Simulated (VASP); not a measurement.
# C (Pmmm) in VASP: further runs

Runs on C. Level: PBE. Tasks: single point, relaxation of cell and atoms.

Everything below comes from runs of VASP 6.6.1. Logs are shortened: lines on timing, memory, paths and dates and some standing lists are left out, and cuts for length are marked.

### Step 1. The cell of the first run

Symmetry: Pmmm, No. 47, orthorhombic system. The conventional cell has a = 1.329 Å, b = 1.681 Å, c = 2.478 Å, α = 90.00°, β = 90.00°, γ = 90.00°. Within 1.8 Å of C (site symmetry mmm) lie 4 C at 1.33 to 1.68 Å.

### Step 2. Single point, PBE

File INCAR:

```
SYSTEM = C
ALGO = Normal
EDIFF = 1E-6
ENCUT = 520
GGA = PE
ISIF = 2
ISMEAR = 0
LASPH = .TRUE.
LCHARG = .FALSE.
LREAL = .FALSE.
LWAVE = .FALSE.
NBANDS = 8
NELM = 80
PREC = Accurate
SIGMA = 0.1
```

File KPOINTS:

```
k-points
0
G
  12 10 8
  0 0 0
```

File POSCAR:

```
C
1.0
    1.3288826200      0.0000000000      0.0000000000
    0.0000000000      1.6812848600      0.0000000000
    0.0000000000      0.0000000000      2.4776661300
C
1
Direct
    0.0000000000      0.5000000000      0.0000000000
```

Potentials or basis: VASP PAW PBE potentials, release 64 (C).

The run is started by

```console
$ cat potpaw_PBE.64/C/POTCAR > POTCAR
$ mpirun -np 1 vasp_std > vasp.out
```

OUTCAR:

```text
SYSTEM = C
   EDIFF = 1E-6
   ENCUT = 520
   GGA = PE
   ISIF = 2
   ISMEAR = 0
   LASPH = .TRUE.
   LREAL = .FALSE.
   NELM = 80
   PREC = Accurate

 ion  position               nearest neighbor table
   1  0.000  0.500  0.000-

  LATTYP: Found a simple orthorhombic cell.
 ALAT       =     1.3288826200
 B/A-ratio  =     1.2651868831
 C/A-ratio  =     1.8644732745

  Lattice vectors:

 A1 = (   1.3288826200,   0.0000000000,   0.0000000000)
 A2 = (   0.0000000000,   1.6812848600,   0.0000000000)
 A3 = (   0.0000000000,   0.0000000000,   2.4776661300)

Analysis of symmetry for initial positions (statically):
=====================================================================
 Subroutine PRICEL returns:
 Original cell was already a primitive cell.

 Routine SETGRP: Setting up the symmetry group for a
 simple orthorhombic supercell.

 Subroutine GETGRP returns: Found  8 space group operations
 (whereof  8 operations were pure point group operations)
 out of a pool of  8 trial point group operations.

The static configuration has the point symmetry D_2h.

Analysis of symmetry for dynamics (positions and initial velocities):
=====================================================================
 Subroutine PRICEL returns:
 Original cell was already a primitive cell.

 Routine SETGRP: Setting up the symmetry group for a
 simple orthorhombic supercell.

 Subroutine GETGRP returns: Found  8 space group operations
 (whereof  8 operations were pure point group operations)
 out of a pool of  8 trial point group operations.

The dynamic configuration has the point symmetry D_2h.

 Subroutine INISYM returns: Found  8 space group operations
 (whereof  8 operations are pure point group operations),
 and found     1 'primitive' translations

----------------------------------------------------------------------------------------

                                     Primitive cell

  volume of cell :       5.5357

  direct lattice vectors                    reciprocal lattice vectors
     1.328882620  0.000000000  0.000000000     0.752511911  0.000000000  0.000000000
     0.000000000  1.681284860  0.000000000     0.000000000  0.594783206  0.000000000
     0.000000000  0.000000000  2.477666130     0.000000000  0.000000000  0.403605630

  length of vectors
     1.328882620  1.681284860  2.477666130     0.752511911  0.594783206  0.403605630

  position of ions in fractional coordinates (direct lattice)
     0.000000000  0.500000000  0.000000000

  ion indices of the primitive-cell ions
   primitive index   ion index
                 1           1

----------------------------------------------------------------------------------------

 KPOINTS: k-points

Automatic generation of k-mesh.
 Grid dimensions read from file:
 generate k-points for:   12   10    8

 Generating k-lattice:

  Cartesian coordinates                     Fractional coordinates (reciprocal lattice)
     0.062709326  0.000000000  0.000000000     0.083333333  0.000000000  0.000000000
     0.000000000  0.059478321  0.000000000     0.000000000  0.100000000  0.000000000
     0.000000000  0.000000000  0.050450704     0.000000000  0.000000000  0.125000000

  Length of vectors
     0.062709326  0.059478321  0.050450704

  Shift w.r.t. Gamma in fractional coordinates (k-lattice)
     0.000000000  0.000000000  0.000000000

 Subroutine IBZKPT returns following result:
 ===========================================

 Found    210 irreducible k-points:

 Following reciprocal coordinates:
            Coordinates               Weight
  0.000000  0.000000  0.000000      1.000000
  0.083333  0.000000  0.000000      2.000000
  0.166667  0.000000  0.000000      2.000000
  0.250000  0.000000  0.000000      2.000000
  0.333333  0.000000  0.000000      2.000000
  0.416667  0.000000  0.000000      2.000000
[... 16 lines left out ...]
  0.083333  0.300000  0.000000      4.000000
  0.166667  0.300000  0.000000      4.000000
 [... further k-points ...]
   k-points           NKPTS =    210   k-points in BZ     NKDIM =    210   number of bands    NBANDS=      8
   number of dos      NEDOS =    301   number of ions     NIONS =      1
   total plane-waves  NPLWV =   2520
   dimension x,y,z NGX =    10 NGY =   14 NGZ =   18
   dimension x,y,z NGXF=    20 NGYF=   28 NGZF=   36
   ions per type =               1
   NGX,Y,Z   is equivalent  to a cutoff of  12.51, 13.84, 12.08 a.u.
   NGXF,Y,Z  is equivalent  to a cutoff of  25.02, 27.69, 24.16 a.u.
 SYSTEM =  C
   PREC   = accura    normal or accurate (medium, high low for compatibility)
   ISTART =      0    job   : 0-new  1-cont  2-samecut
   ICHARG =      2    charge: 1-file 2-atom 10-const
   ISPIN  =      1    spin polarized calculation?
   LNONCOLLINEAR =      F non collinear calculations
   LSORBIT =      F    spin-orbit coupling
   LASPH  =      T    aspherical Exc in radial PAW
   ENCUT  =  520.0 eV  38.22 Ry    6.18 a.u.   2.47  3.13  4.61*2*pi/ulx,y,z
   NELM   =     80;   NELMIN=  2; NELMDL= -5     # of ELM steps
   EDIFF  = 0.1E-05   stopping-criterion for ELM
   LREAL  =      F    real-space projection
   EDIFFG = 0.1E-04   stopping-criterion for IOM
   NSW    =      0    number of steps for IOM
   IBRION =     -1    ionic relax: 0-MD 1-quasi-New 2-CG
   NFREE  =      0    steps in history (QN), initial steepest desc. (CG)
   ISIF   =      2    stress and relaxation
   ISYM   =      2    0-nonsym 1-usesym 2-fastsym
   POTIM  = 0.5000    time-step for ionic-motion
   TEBEG  =    0.0;   TEEND  =   0.0 temperature during run
   PSTRESS=    0.0 pullay stress
   NELECT =       4.0000    total number of electrons
   NUPDOWN=      -1.0000    fix difference up-down
   EMIN   =  10.00;   EMAX   =-10.00  energy-range for DOS
   EFERMI =   0.00;   METHOD = LEGACY
   ISMEAR =     0;   SIGMA  =   0.10  broadening in eV -4-tet -1-fermi 0-gaus
   EFERMI_NEDOS =   21; number of points for ismear=-14 and -15
   IALGO  =     38    algorithm
   IMIX   =      4    mixing-type and parameters
     AMIX     =   0.40;   BMIX     =  1.00
     AMIX_MAG =   1.60;   BMIX_MAG =  1.00
  volume/ion in A,a.u.               =       5.54        37.36
  Fermi-wavevector in a.u.,A,eV,Ry     =   1.469055  2.776111 29.363023  2.158121
  Thomas-Fermi vector in A             =   2.584478
   LORBIT       =      0    0 simple, 1 ext, 2 COOP (PROOUT), +10 PAW based schemes
   GGA     = PE    functional components
   LHFCALC =     F    Hartree Fock is set to
   AEXX    =    0.0000 exact exchange contribution
   IVDW    =     0    specifies the selected vdW correction
   LEPSILON=     F    determine dielectric tensor
   LRPA    =     F    only Hartree local field effects (RPA)
 non-spin polarized calculation
 Gauss-broadening in eV      SIGMA  =   0.10
  energy-cutoff  :      520.00
  volume of cell :        5.54
 maximum number of plane-waves:       168
 NGX is ok and might be reduce to    10
   NGX =  5   NGY =  7   NGZ =  9

 number of electron       4.0000000 magnetization

 Free energy of the ion-electron system (eV)
  ---------------------------------------------------
  ext. energy  EPLUGINS =         0.00000000
  ---------------------------------------------------
  free energy    TOTEN  =        -5.85979493 eV

  energy without entropy =       -5.85748831  energy(sigma->0) =       -5.85864162

 E-fermi :  10.7190     XC(G=0): -13.3231

 val. band max:       10.6962227728   @ k =   0.2500   0.5000   0.5000
 cond. band min:      10.7578875519   @ k =   0.5000   0.4000   0.0000
 fundamental gap:      0.0616647791
 Fermi energy:        10.7189543272

 k-point     1 :       0.0000    0.0000    0.0000
  band No.  band energies     occupation
      1     -13.0954      2.00000
      2       4.8318      2.00000
      3      17.8881      0.00000
      4      20.1156      0.00000
      5      40.7376      0.00000
      6      41.1562      0.00000
      7      54.9357      0.00000
      8      63.6755      0.00000

 k-point     2 :       0.0833    0.0000    0.0000
  band No.  band energies     occupation
      1     -12.6757      2.00000
      2       5.3719      2.00000
      3      18.2637      0.00000
      4      20.5896      0.00000
      5      35.9346      0.00000
      6      44.1321      0.00000
      7      55.1089      0.00000
      8      64.2578      0.00000

 k-point     3 :       0.1667    0.0000    0.0000
  band No.  band energies     occupation
      1     -11.4353      2.00000
      2       6.9770      2.00000
      3      19.1406      0.00000
      4      21.9778      0.00000
      5      30.2282      0.00000
      6      46.0739      0.00000
      7      54.9127      0.00000
      8      66.0010      0.00000

 k-point     4 :       0.2500    0.0000    0.0000
  band No.  band energies     occupation
      1      -9.4396      2.00000
      2       9.5888      2.00000
      3      18.7688      0.00000
      4      24.1626      0.00000
      5      26.6622      0.00000
      6      47.3739      0.00000
      7      51.2627      0.00000
      8      61.3853      0.00000

 k-point     5 :       0.3333    0.0000    0.0000
  band No.  band energies     occupation
      1      -6.8472      2.00000
      2      13.0398      0.00000
      3      14.9320      0.00000
      4      26.8558      0.00000
      5      27.9998      0.00000
      6      44.1598      0.00000
      7      46.7853      0.00000
      8      56.7355      0.00000
[... 177 lines left out ...]
 k-point    22 :       0.0000    0.3000    0.0000
  band No.  band energies     occupation
      1      -9.4180      2.00000
      2       6.6091      2.00000
      3       8.2080      2.00000
      4      22.3730      0.00000
      5      35.9621      0.00000
      6      40.2069      0.00000
      7      42.6093      0.00000
      8      63.1889      0.00000

 k-point    23 :       0.0833    0.3000    0.0000
  band No.  band energies     occupation
      1      -8.9928      2.00000
      2       6.9863      2.00000
      3       8.7377      2.00000
      4      22.6275      0.00000
      5      36.5195      0.00000
      6      39.0508      0.00000
      7      42.2647      0.00000
      8      63.7606      0.00000

 k-point    24 :       0.1667    0.3000    0.0000
  band No.  band energies     occupation
      1      -7.7463      2.00000
      2       8.0542      2.00000
      3      10.3088      2.00000
      4      23.2088      0.00000
      5      35.4485      0.00000
      6      38.1727      0.00000
      7      43.3719      0.00000
      8      59.3382      0.00000

 [... further k-points ...]
[... 5 lines left out ...]
  --------------------------------------------------------------------------------------
  -------------------------------------------------------------------------------------
  Total        4.6688494      7.1331117      2.1648605     -0.0000000      0.0000000      0.0000000
  in kB     1351.2936773   2064.5190596    626.5702790     -0.0000000      0.0000000      0.0000000
  external PRESSURE =    1347.4610053 kB  Pullay stress =       0.0000000 kB

 VOLUME and BASIS-vectors are now :
 -----------------------------------------------------------------------------
  energy-cutoff  :      520.00
  volume of cell :        5.54
      direct lattice vectors                 reciprocal lattice vectors
     1.328882620  0.000000000  0.000000000     0.752511911  0.000000000  0.000000000
     0.000000000  1.681284860  0.000000000     0.000000000  0.594783206  0.000000000
     0.000000000  0.000000000  2.477666130     0.000000000  0.000000000  0.403605630

 POSITION                                       TOTAL-FORCE (eV/Angst)
 -----------------------------------------------------------------------------------
      0.00000      0.84064      0.00000         0.000000      0.000000      0.000000
 -----------------------------------------------------------------------------------
    total drift:                               -0.000000      0.000000      0.000000

  FREE ENERGIE OF THE ION-ELECTRON SYSTEM (eV)
  ---------------------------------------------------
  free  energy   TOTEN  =        -5.8597949304 eV

  energy  without entropy=       -5.8574883132  energy(sigma->0) =       -5.85864162
```

Run time: 2.7 s. Hardware: 1 thread of Intel Xeon 6975P-C (Granite Rapids), shared host; peak memory 0.11 GiB.

What came out:

```yaml
Free_energy: -5.8598 eV
Pressure: 134.7 GPa
Band_gap_on_the_k_mesh: zero (band 2 reaches 13.65 eV, above the bottom of band 3 at 4.39 eV)
```

Stress tensor (GPa, compression positive):
```
135.13   0.00   0.00
  0.00 206.45   0.00
  0.00   0.00  62.66
```

Caveat: the k points lie up to 0.39 Å⁻¹ apart.

(Continued in part 2 of 2.)
